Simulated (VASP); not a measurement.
Crystal: RbTl.

```
Rb Tl
1.0
     0.00000    3.28996    3.28996
     3.28996    0.00000    3.28996
     3.28996    3.28996    0.00000
Rb Tl
1 1
Cartesian
  0.0000 0.0000 0.0000
  3.2900 3.2900 3.2900
```

| Property | Result |
| --- | --- |
| Program | VASP 6.6.1 |
| Task | relaxation of cell and atoms |
| Functional | PBE |
| Potentials or basis | VASP PAW PBE potentials, release 64 (Rb_sv, Tl_d) |
| Cutoff | 600 eV |
| k mesh | 4 × 4 × 4 |
| Occupations | gaussian, width 0.1 eV |
| Spin | no spin polarisation |

At the start: pressure 8.4 GPa; volume 35.61 Å³/atom.

Q: Where does the relaxation end?

A: Over 5 steps the energy falls by 346.5 meV/atom and the volume is 56.72 Å³/atom (+59.3 %); space group Fm-3m (No. 225, to 0.1 Å) before and after.

The path:
```
step  energy change (eV)  largest force (eV/Å)  pressure (GPa)  volume (Å³)
   1              0.0000                0.0000            8.37        71.22
   2             -0.5925                0.0000            1.96        92.18
   3             -0.6741                0.0000            0.70       102.43
   4             -0.6675                0.0000           -0.57       125.17
   5             -0.6931                0.0000           -0.08       113.44
```

Final structure:
```cif
data_structure
_symmetry_space_group_name_H-M 'P 1'
_symmetry_Int_Tables_number 1
_cell_length_a 5.4337
_cell_length_b 5.4337
_cell_length_c 5.4337
_cell_angle_alpha 60.000
_cell_angle_beta 60.000
_cell_angle_gamma 60.000
_cell_volume 113.44
loop_
_atom_site_label
_atom_site_type_symbol
_atom_site_fract_x
_atom_site_fract_y
_atom_site_fract_z
_atom_site_occupancy
Rb1 Rb 0.00000 0.00000 0.00000 1
Tl1 Tl 0.50000 0.50000 0.50000 1
```

Caveat: the k points lie up to 0.35 Å⁻¹ apart in the final cell, too coarse for converged energies and pressures of a metal; the volume moved by over 15 % at a fixed basis, so the end points are rough.
